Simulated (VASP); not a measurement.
# Al2Pt (R3m) in VASP: a series of runs, part 2 of 2

VASP 6.6.1. Earlier steps stand in the parts before.

## (3) Single point, PBE (shortest bond scaled by 0.7)

Input file INCAR:

```
SYSTEM = Al2Pt
ALGO = Normal
EDIFF = 1E-6
ENCUT = 520
GGA = PE
ISIF = 2
ISMEAR = -1
LASPH = .True.
LCHARG = .False.
LREAL = .False.
LWAVE = .False.
NBANDS = 15
NELM = 60
PREC = Accurate
SIGMA = 0.05
```

Input file KPOINTS:

```
k-points
0
Gamma
  9 9 9
  0 0 0
```

Input file POSCAR:

```
Al2Pt
1.0
    0.0000000000      2.9550000000      2.9550000000
    2.9550000000      0.0000000000      2.9550000000
    2.9550000000      2.9550000000      0.0000000000
Al Pt
2 1
Direct
    0.2125000000      0.2125000000      0.2125000000
    0.7500000000      0.7500000000      0.7500000000
    0.0375000000      0.0375000000      0.0375000000
```

Potentials or basis: VASP PAW PBE potentials, release 64 (Al, Pt).

Started as:

```
$ cat potpaw_PBE.64/Al/POTCAR potpaw_PBE.64/Pt/POTCAR > POTCAR
$ mpirun -np 1 vasp_std > vasp.out
```

OUTCAR:

```text
SYSTEM = Al2Pt
   EDIFF = 1E-6
   ENCUT = 520
   GGA = PE
   ISIF = 2
   ISMEAR = -1
   LASPH = .True.
   LREAL = .False.
   NELM = 60
   PREC = Accurate

 ion  position               nearest neighbor table
   1  0.212  0.212  0.212-   3 1.79   2 2.75   2 2.75   2 2.75   3 2.91   3 2.91   3 2.91   2 3.19
                             2 3.19   2 3.19
   2  0.750  0.750  0.750-   3 2.46   3 2.46   3 2.46   1 2.75   1 2.75   1 2.75   3 2.94   1 3.19
                             1 3.19   1 3.19
   3  0.038  0.038  0.038-   1 1.79   2 2.46   2 2.46   2 2.46   1 2.91   1 2.91   1 2.91   2 2.94

  LATTYP: Found a face centered cubic cell.
 ALAT       =     5.9100000000
[... 620 lines left out ...]

 [... further k-points ...]
[... 5 lines left out ...]
  --------------------------------------------------------------------------------------
  -------------------------------------------------------------------------------------
  Total       12.5333624     12.5333624     12.5333624     10.5902771     10.5902771     10.5902771
  in kB      389.1129902    389.1129902    389.1129902    328.7876200    328.7876200    328.7876200
  external PRESSURE =     389.1129902 kB  Pullay stress =       0.0000000 kB

 VOLUME and BASIS-vectors are now :
 -----------------------------------------------------------------------------
  energy-cutoff  :      520.00
  volume of cell :       51.61
      direct lattice vectors                 reciprocal lattice vectors
     0.000000000  2.955000000  2.955000000    -0.169204738  0.169204738  0.169204738
     2.955000000  0.000000000  2.955000000     0.169204738 -0.169204738  0.169204738
     2.955000000  2.955000000  0.000000000     0.169204738  0.169204738 -0.169204738

 POSITION                                       TOTAL-FORCE (eV/Angst)
 -----------------------------------------------------------------------------------
      1.25587      1.25587      1.25587        11.819502     11.819502     11.819502
      4.43250      4.43250      4.43250        -0.001987     -0.001987     -0.001987
      0.22163      0.22163      0.22163       -11.817515    -11.817515    -11.817515
 -----------------------------------------------------------------------------------
    total drift:                               -0.000654     -0.000654     -0.000654

  FREE ENERGIE OF THE ION-ELECTRON SYSTEM (eV)
  ---------------------------------------------------
  free  energy   TOTEN  =       -11.4097410844 eV

  energy  without entropy=      -11.4014278358  energy(sigma->0) =      -11.40558446
```

OSZICAR:

```text
N       E                     dE             d eps       ncg     rms          rms(c)
DAV:   1     0.536850324710E+02    0.53685E+02   -0.66455E+03  2550   0.908E+02
DAV:   2    -0.107031382303E+02   -0.64388E+02   -0.57587E+02  3152   0.168E+02
DAV:   3    -0.122037364694E+02   -0.15006E+01   -0.14952E+01  3286   0.250E+01
DAV:   4    -0.122169565637E+02   -0.13220E-01   -0.13219E-01  3068   0.276E+00
DAV:   5    -0.122172213034E+02   -0.26474E-03   -0.26474E-03  3404   0.404E-01    0.868E+00
DAV:   6    -0.115502871954E+02    0.66693E+00   -0.13630E+00  2963   0.791E+00    0.324E+00
DAV:   7    -0.114291779769E+02    0.12111E+00   -0.20901E-01  3236   0.265E+00    0.142E+00
DAV:   8    -0.114124884886E+02    0.16689E-01   -0.20878E-02  3236   0.114E+00    0.422E-01
DAV:   9    -0.114096608437E+02    0.28276E-02   -0.41342E-03  3005   0.375E-01    0.129E-01
DAV:  10    -0.114097256611E+02   -0.64817E-04   -0.19095E-04  3313   0.894E-02    0.564E-02
DAV:  11    -0.114097404295E+02   -0.14768E-04   -0.22403E-05  2844   0.297E-02    0.515E-03
DAV:  12    -0.114097410844E+02   -0.65488E-06   -0.92233E-07  2696   0.608E-03
   1 F= -.11409741E+02 E0= -.11405584E+02  d E =-.831325E-02
```

stdout:

```text
POSCAR found type information on POSCAR AlPt
 POSCAR found :  2 types and       3 ions
 scaLAPACK will be used
 LDA part: xc-table for (Slater+PW92), standard interpolation
 POSCAR, INCAR and KPOINTS ok, starting setup
 FFT: planning ... GRIDC
 FFT: planning ... GRID_SOFT
 FFT: planning ... GRID
 WAVECAR not read
 entering main loop
```

Wall time 28 s (1 thread of AMD EPYC 9R45 (Zen 5), shared host); peak memory 0.19 GiB.

Results:

```yaml
Free_energy: -11.4097 eV
Pressure: 38.9 GPa
Largest_force: 20.472 eV/Å
Band_gap_on_the_k_mesh: zero (band 8 reaches 11.50 eV, above the bottom of band 9 at 6.75 eV)
```

Forces in eV/Å, atoms in the order of the input:
```
Al   11.820  11.820  11.820
Al   -0.002  -0.002  -0.002
Pt  -11.818 -11.818 -11.818
```

Stress tensor (GPa, compression positive):
```
38.91 32.88 32.88
32.88 38.91 32.88
32.88 32.88 38.91
```

Levels at points of the mesh, in eV from the Fermi level:
| k point | band 5 | band 6 | band 7 | band 8 | band 9 | band 10 | band 11 | band 12 |
| --- | --- | --- | --- | --- | --- | --- | --- | --- |
| (0.00, 0.00, 0.00) | -4.44 | -4.44 | 2.04 | 3.43 | 3.43 | 4.00 | 4.74 | 5.39 |

Caveat: the cell differs from its parent crystal (shortest bond scaled by 0.7); spin-orbit coupling is left out, which moves the levels of the heavy elements; forces of over 1 eV/Å act on the atoms, so gaps and moduli don't describe the material at rest.

## (4) Single point, PBE (shortest bond scaled by 0.64)

Input file INCAR:

```
PREC = Accurate
ENCUT = 520
EDIFF = 1E-6
ISMEAR = -1
SIGMA = 0.05
LREAL = False
LASPH = True
NELM = 80
ALGO = Normal
ISIF = 2
LWAVE = False
LCHARG = False
GGA = PE
NBANDS = 15
```

Input file KPOINTS:

```
Automatic mesh
0
Gamma
  9 9 9
```

Input file POSCAR:

```
Al2Pt
1.0
    0.0000000000      2.9550000000      2.9550000000
    2.9550000000      0.0000000000      2.9550000000
    2.9550000000      2.9550000000      0.0000000000
Al Pt
2 1
Direct
    0.2050000000      0.2050000000      0.2050000000
    0.7500000000      0.7500000000      0.7500000000
    0.0450000000      0.0450000000      0.0450000000
```

Potentials or basis: VASP PAW PBE potentials, release 64 (Al, Pt).

Started as:

```
$ cat potpaw_PBE.64/Al/POTCAR potpaw_PBE.64/Pt/POTCAR > POTCAR
$ mpirun -np 1 vasp_std > vasp.out
```

OUTCAR:

```text
PREC = Accurate
   ENCUT = 520
   EDIFF = 1E-6
   ISMEAR = -1
   LREAL = False
   LASPH = True
   NELM = 80
   ISIF = 2
   GGA = PE

 ion  position               nearest neighbor table
   1  0.205  0.205  0.205-   3 1.64   2 2.72   2 2.72   2 2.72   3 2.99   3 2.99   3 2.99   2 3.24
                             2 3.24   2 3.24
   2  0.750  0.750  0.750-   3 2.44   3 2.44   3 2.44   1 2.72   1 2.72   1 2.72   3 3.02   1 3.24
                             1 3.24   1 3.24
   3  0.045  0.045  0.045-   1 1.64   2 2.44   2 2.44   2 2.44   1 2.99   1 2.99   1 2.99   2 3.02

[... 645 lines left out ...]
  -------------------------------------------------------------------------------------
  Total       19.3638289     19.3638289     19.3638289     16.4828998     16.4828998     16.4828998
  in kB      601.1728615    601.1728615    601.1728615    511.7310262    511.7310262    511.7310262
  external PRESSURE =     601.1728615 kB  Pullay stress =       0.0000000 kB

 VOLUME and BASIS-vectors are now :
 -----------------------------------------------------------------------------
  energy-cutoff  :      520.00
  volume of cell :       51.61
      direct lattice vectors                 reciprocal lattice vectors
     0.000000000  2.955000000  2.955000000    -0.169204738  0.169204738  0.169204738
     2.955000000  0.000000000  2.955000000     0.169204738 -0.169204738  0.169204738
     2.955000000  2.955000000  0.000000000     0.169204738  0.169204738 -0.169204738

 POSITION                                       TOTAL-FORCE (eV/Angst)
 -----------------------------------------------------------------------------------
      1.21155      1.21155      1.21155        19.480372     19.480372     19.480372
      4.43250      4.43250      4.43250        -0.019829     -0.019829     -0.019829
      0.26595      0.26595      0.26595       -19.460543    -19.460543    -19.460543
 -----------------------------------------------------------------------------------
    total drift:                               -0.000156     -0.000156     -0.000156

  FREE ENERGIE OF THE ION-ELECTRON SYSTEM (eV)
  ---------------------------------------------------
  free  energy   TOTEN  =        -7.3066656098 eV

  energy  without entropy=       -7.2990339085  energy(sigma->0) =       -7.30284976
```

stdout:

```text
POSCAR found type information on POSCAR AlPt
 POSCAR found :  2 types and       3 ions
 scaLAPACK will be used
 LDA part: xc-table for (Slater+PW92), standard interpolation
 -----------------------------------------------------------------------------
|                                                                             |
|           W    W    AA    RRRRR   N    N  II  N    N   GGGG   !!!           |
|           W    W   A  A   R    R  NN   N  II  NN   N  G    G  !!!           |
|           W    W  A    A  R    R  N N  N  II  N N  N  G       !!!           |
|           W WW W  AAAAAA  RRRRR   N  N N  II  N  N N  G  GGG   !            |
|           WW  WW  A    A  R   R   N   NN  II  N   NN  G    G                |
|           W    W  A    A  R    R  N    N  II  N    N   GGGG   !!!           |
|                                                                             |
|     The distance between some ions is very small. Please check the          |
|     nearest-neighbor list in the OUTCAR file.                               |
|     I HOPE YOU KNOW WHAT YOU ARE DOING!                                     |
|                                                                             |
 -----------------------------------------------------------------------------

 POSCAR, INCAR and KPOINTS ok, starting setup
 FFT: planning ... GRIDC
 FFT: planning ... GRID_SOFT
 FFT: planning ... GRID
 WAVECAR not read
 entering main loop
```

Wall time 29 s (1 thread of AMD EPYC 9R45 (Zen 5), shared host); peak memory 0.19 GiB.

What came out:

```
Free energy            : -7.3067 eV
Pressure               : 60.1 GPa
Largest force          : 33.741 eV/Å
Band gap on the k mesh : zero (band 8 reaches 11.41 eV, above the bottom of band 9 at 6.82 eV)
```

Forces in eV/Å, atoms in the order of the input:
```
Al   19.480  19.480  19.480
Al   -0.020  -0.020  -0.020
Pt  -19.461 -19.461 -19.461
```

Caveat: the cell differs from its parent crystal (shortest bond scaled by 0.64); spin-orbit coupling is left out, which moves the levels of the heavy elements; forces of over 1 eV/Å act on the atoms, so gaps and moduli don't describe the material at rest.

## (5) Single point, PBE (shortest bond scaled by 0.58)

Input file INCAR:

```
PREC = Accurate ; ENCUT = 520
EDIFF = 1E-6 ; ISMEAR = -1
SIGMA = 0.05 ; LREAL = F
LASPH = T ; NELM = 60
ALGO = Normal ; ISIF = 2
LWAVE = F ; LCHARG = F
GGA = PE ; NBANDS = 15
```

Input file KPOINTS:

```
regular mesh
0
Gamma
  9 9 9
```

Input file POSCAR:

```
Al2Pt
1.0
    0.0000000000      2.9550000000      2.9550000000
    2.9550000000      0.0000000000      2.9550000000
    2.9550000000      2.9550000000      0.0000000000
Al Pt
2 1
Direct
    0.1975000000      0.1975000000      0.1975000000
    0.7500000000      0.7500000000      0.7500000000
    0.0525000000      0.0525000000      0.0525000000
```

Started as:

```
$ cat potpaw_PBE.64/Al/POTCAR potpaw_PBE.64/Pt/POTCAR > POTCAR
$ mpirun -np 1 vasp_std > vasp.out
```

It took 29 s on 1 thread of AMD EPYC 9R45 (Zen 5), shared host; peak memory 0.19 GiB.

Results (log left out):

- Free energy: -0.8787 eV
- Pressure: 82.8 GPa
- Largest force: 50.253 eV/Å
- Band gap on the k mesh: zero (band 8 reaches 11.27 eV, above the bottom of band 9 at 6.78 eV)

Forces on the atoms (eV/Å):
```
Al   29.014  29.014  29.014
Al   -0.004  -0.004  -0.004
Pt  -29.009 -29.009 -29.009
```

Stress tensor (GPa, compression positive):
```
82.80 70.30 70.30
70.30 82.80 70.30
70.30 70.30 82.80
```

Levels at points of the mesh, in eV from the Fermi level:
```csv
k point,band 5,band 6,band 7,band 8,band 9,band 10,band 11,band 12
"(0.00, 0.00, 0.00)",-5.11,-5.11,1.85,3.19,3.19,3.69,5.35,5.35
```

Caveat: the cell differs from its parent crystal (shortest bond scaled by 0.58); spin-orbit coupling is left out, which moves the levels of the heavy elements; forces of over 1 eV/Å act on the atoms, so gaps and moduli don't describe the material at rest.
